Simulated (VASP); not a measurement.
# Ca3SiSe (P3m1) in VASP: single point with PBE

Aim: the single point of Ca3SiSe with PBE.

Everything below comes from runs of VASP 6.6.1. Logs are shortened: lines on timing, memory, paths and dates and some standing lists are left out, and cuts for length are marked.

**1. The cell of the first run**

It takes space group P3m1 (No. 156, trigonal). The conventional cell has a = 5.047 Å, b = 5.047 Å, c = 6.464 Å, α = 90.00°, β = 90.00°, γ = 120.00°. Within 4.1 Å of Ca (site symmetry 3m) lie 3 Si at 3.12 Å and 3 Se at 3.38 Å and 6 Ca at 3.42 to 3.70 Å. Within 3.9 Å of Ca (site symmetry 3m) lie 3 Se at 2.97 Å and 2 Si at 3.05 to 3.41 Å and 6 Ca at 3.70 to 3.77 Å. Within 3.9 Å of Ca (site symmetry 3m) lie 2 Se at 2.96 to 3.51 Å and 3 Si at 2.99 Å and 6 Ca at 3.42 to 3.77 Å. Within 3.9 Å of Si (site symmetry 3m) lie 8 Ca at 2.99 to 3.41 Å. Se (site symmetry 3m) has 8 Ca at 2.96 to 3.51 Å within 3.9 Å.

The cell was built from a structure type or drawn by symmetry, and may not be a known phase.

**2. Single point, PBE**

Contents of INCAR:

```
SYSTEM = Ca3SiSe
PREC = Accurate
ENCUT = 520
EDIFF = 1E-7
ISMEAR = 0
SIGMA = 0.02
LREAL = .False.
LASPH = .True.
NELM = 100
ALGO = Fast
ISIF = 2
LWAVE = .False.
LCHARG = .True.
GGA = PE
LELF = .True.
LVHAR = .True.
NBANDS = 28
```

Contents of KPOINTS:

```
Automatic mesh
0
Gamma
  9 9 6
  0 0 0
```

Contents of POSCAR:

```
Ca3SiSe
1.0
    5.0474952597      0.0000000000      0.0000000000
   -2.5237476298      4.3712591204      0.0000000000
    0.0000000000      0.0000000000      6.4643930568
Ca Si Se
3 1 1
Direct
    0.0000000000      0.0000000000      0.9666039065
    0.3333333333      0.6666666667      0.3202020633
    0.6666666667      0.3333333333      0.6890766474
    0.3333333333      0.6666666667      0.7923616866
    0.6666666667      0.3333333333      0.2317556963
```

Potentials or basis: VASP PAW PBE potentials, release 64 (Ca_sv, Si, Se).

Started as:

```console
$ cat potpaw_PBE.64/Ca_sv/POTCAR potpaw_PBE.64/Si/POTCAR potpaw_PBE.64/Se/POTCAR > POTCAR
$ mpirun -np 1 vasp_std > vasp.out
```

OUTCAR:

```text
SYSTEM = Ca3SiSe
   PREC = Accurate
   ENCUT = 520
   EDIFF = 1E-7
   ISMEAR = 0
   LREAL = .False.
   LASPH = .True.
   NELM = 100
   ISIF = 2
   GGA = PE

 ion  position               nearest neighbor table
   1  0.000  0.000  0.967-   4 3.12   4 3.12   4 3.12
   2  0.333  0.667  0.320-   5 2.97   5 2.97   5 2.97   4 3.05
   3  0.667  0.333  0.689-   5 2.96   4 2.99   4 2.99   4 2.99
   4  0.333  0.667  0.792-   3 2.99   3 2.99   3 2.99   2 3.05   1 3.12   1 3.12   1 3.12
   5  0.667  0.333  0.232-   3 2.96   2 2.97   2 2.97   2 2.97

  LATTYP: Found a hexagonal cell.
 ALAT       =     5.0474952597
 C/A-ratio  =     1.2807130516

  Lattice vectors:

 A1 = (   5.0474952597,   0.0000000000,   0.0000000000)
 A2 = (  -2.5237476298,   4.3712591204,   0.0000000000)
 A3 = (   0.0000000000,   0.0000000000,   6.4643930568)

Analysis of symmetry for initial positions (statically):
=====================================================================
 Subroutine PRICEL returns:
 Original cell was already a primitive cell.

 Routine SETGRP: Setting up the symmetry group for a
 hexagonal supercell.

 Subroutine GETGRP returns: Found  6 space group operations
 (whereof  6 operations were pure point group operations)
 out of a pool of 24 trial point group operations.

The static configuration has the point symmetry C_3v.

Analysis of symmetry for dynamics (positions and initial velocities):
=====================================================================
 Subroutine PRICEL returns:
 Original cell was already a primitive cell.

 Routine SETGRP: Setting up the symmetry group for a
 hexagonal supercell.

 Subroutine GETGRP returns: Found  6 space group operations
 (whereof  6 operations were pure point group operations)
 out of a pool of 24 trial point group operations.

The dynamic configuration has the point symmetry C_3v.

 Subroutine INISYM returns: Found  6 space group operations
 (whereof  6 operations are pure point group operations),
 and found     1 'primitive' translations

----------------------------------------------------------------------------------------

                                     Primitive cell

  volume of cell :     142.6298

  direct lattice vectors                    reciprocal lattice vectors
     5.047495260  0.000000000  0.000000000     0.198118066  0.114383519  0.000000000
    -2.523747630  4.371259120  0.000000000     0.000000000  0.228767038  0.000000000
     0.000000000  0.000000000  6.464393057     0.000000000  0.000000000  0.154693564
[... 88 lines left out ...]
   ENCUT  =  520.0 eV  38.22 Ry    6.18 a.u.   9.38  9.38 12.02*2*pi/ulx,y,z
   NELM   =    100;   NELMIN=  2; NELMDL= -5     # of ELM steps
   EDIFF  = 0.1E-06   stopping-criterion for ELM
   LREAL  =      F    real-space projection
   EDIFFG = 0.1E-05   stopping-criterion for IOM
   NSW    =      0    number of steps for IOM
   IBRION =     -1    ionic relax: 0-MD 1-quasi-New 2-CG
   NFREE  =      0    steps in history (QN), initial steepest desc. (CG)
   ISIF   =      2    stress and relaxation
   ISYM   =      2    0-nonsym 1-usesym 2-fastsym
   POTIM  = 0.5000    time-step for ionic-motion
   TEBEG  =    0.0;   TEEND  =   0.0 temperature during run
   PSTRESS=    0.0 pullay stress
   NELECT =      40.0000    total number of electrons
   NUPDOWN=      -1.0000    fix difference up-down
   EMIN   =  10.00;   EMAX   =-10.00  energy-range for DOS
   EFERMI =   0.00;   METHOD = LEGACY
   ISMEAR =     0;   SIGMA  =   0.02  broadening in eV -4-tet -1-fermi 0-gaus
   EFERMI_NEDOS =   21; number of points for ismear=-14 and -15
   IALGO  =     68    algorithm
   IMIX   =      4    mixing-type and parameters
     AMIX     =   0.40;   BMIX     =  1.00
     AMIX_MAG =   1.60;   BMIX_MAG =  1.00
  volume/ion in A,a.u.               =      28.53       192.50
  Fermi-wavevector in a.u.,A,eV,Ry     =   1.071580  2.024993 15.623359  1.148285
  Thomas-Fermi vector in A             =   2.207325
   LORBIT       =      0    0 simple, 1 ext, 2 COOP (PROOUT), +10 PAW based schemes
   GGA     = PE    functional components
   LHFCALC =     F    Hartree Fock is set to
   AEXX    =    0.0000 exact exchange contribution
   IVDW    =     0    specifies the selected vdW correction
   LEPSILON=     F    determine dielectric tensor
   LRPA    =     F    only Hartree local field effects (RPA)
 non-spin polarized calculation
 RMM-DIIS sequential band-by-band and
 Gauss-broadening in eV      SIGMA  =   0.02
  energy-cutoff  :      520.00
  volume of cell :      142.63
 maximum number of plane-waves:      3865
 NGX is ok and might be reduce to    40
   NGX = 19   NGY = 19   NGZ = 25

 number of electron      40.0000000 magnetization

 Free energy of the ion-electron system (eV)
  ---------------------------------------------------
  ext. energy  EPLUGINS =         0.00000000
  ---------------------------------------------------
  free energy    TOTEN  =       -19.38593175 eV

  energy without entropy =      -19.38593175  energy(sigma->0) =      -19.38593175

 E-fermi :   3.3758     XC(G=0):  -8.6914

 val. band max:        3.2406017531   @ k =   0.0000   0.0000   0.0000
 cond. band min:       3.8249842002   @ k =   0.3333   0.3333   0.0000
 fundamental gap:      0.5843824471
 Fermi energy:         3.3758119618

 k-point     1 :       0.0000    0.0000    0.0000
  band No.  band energies     occupation
      1     -38.1658      2.00000
      2     -38.0627      2.00000
      3     -37.4174      2.00000
      4     -19.2463      2.00000
      5     -19.2463      2.00000
      6     -19.1750      2.00000
[... 733 lines left out ...]
     27       6.4736      0.00000
     28       6.6970      0.00000

 [... further k-points ...]
[... 5 lines left out ...]
  --------------------------------------------------------------------------------------
  -------------------------------------------------------------------------------------
  Total        0.0853654      0.0853654      0.0845744      0.0000000      0.0000000     -0.0000000
  in kB        0.9589202      0.9589202      0.9500342      0.0000000      0.0000000     -0.0000000
  external PRESSURE =       0.9559582 kB  Pullay stress =       0.0000000 kB

 VOLUME and BASIS-vectors are now :
 -----------------------------------------------------------------------------
  energy-cutoff  :      520.00
  volume of cell :      142.63
      direct lattice vectors                 reciprocal lattice vectors
     5.047495260  0.000000000  0.000000000     0.198118066  0.114383519  0.000000000
    -2.523747630  4.371259120  0.000000000     0.000000000  0.228767038  0.000000000
     0.000000000  0.000000000  6.464393057     0.000000000  0.000000000  0.154693564

 POSITION                                       TOTAL-FORCE (eV/Angst)
 -----------------------------------------------------------------------------------
      0.00000      0.00000      6.24851        -0.000000     -0.000000      0.003710
     -0.00000      2.91417      2.06991        -0.000000      0.000000     -0.002279
      2.52375      1.45709      4.45446         0.000000     -0.000000     -0.004341
     -0.00000      2.91417      5.12214        -0.000000      0.000000      0.003635
      2.52375      1.45709      1.49816         0.000000     -0.000000     -0.000725
 -----------------------------------------------------------------------------------
    total drift:                                0.000000     -0.000000     -0.000314

  FREE ENERGIE OF THE ION-ELECTRON SYSTEM (eV)
  ---------------------------------------------------
  free  energy   TOTEN  =       -19.3859317543 eV

  energy  without entropy=      -19.3859317543  energy(sigma->0) =      -19.38593175
```

stdout:

```text
POSCAR found type information on POSCAR CaSiSe
[... 28 lines left out ...]
 num prob  num prob  num prob  num prob  num prob  num prob  num prob  num prob  num prob  num prob  num prob  num prob  num prob  num prob  num prob  num prob  num prob  num prob  num prob  num prob  num prob  num prob  num prob  num prob  num prob  num prob  num prob  num prob  num prob  num prob  num prob  num prob WARNING in EDDRMM: call to ZHEGV failed, returncode =   8  4     25
 num prob  num prob  num prob  num prob  num prob  num prob  num prob  num prob  num prob  num prob  num prob  num prob RMM:  26    -0.193859317543E+02   -0.75635E-07   -0.71977E-07  4156   0.328E-03
```

Run time: 6.6 min. Hardware: 1 thread of Intel Xeon Platinum 8488C (Sapphire Rapids), shared host; peak memory 0.43 GiB.

What came out:

```yaml
Free_energy: -19.3859 eV
Pressure: 0.1 GPa
Largest_force: 0.004 eV/Å
Band_gap_on_the_k_mesh: 0.58 eV (least direct gap 0.64 eV)
```

Forces in eV/Å, atoms in the order of the input:
```
Ca   0.000  0.000  0.004
Ca   0.000  0.000 -0.002
Ca   0.000  0.000 -0.004
Si   0.000  0.000  0.004
Se   0.000  0.000 -0.001
```

Caveat: an odd mesh through Γ misses points on the zone boundary, where band edges can lie.
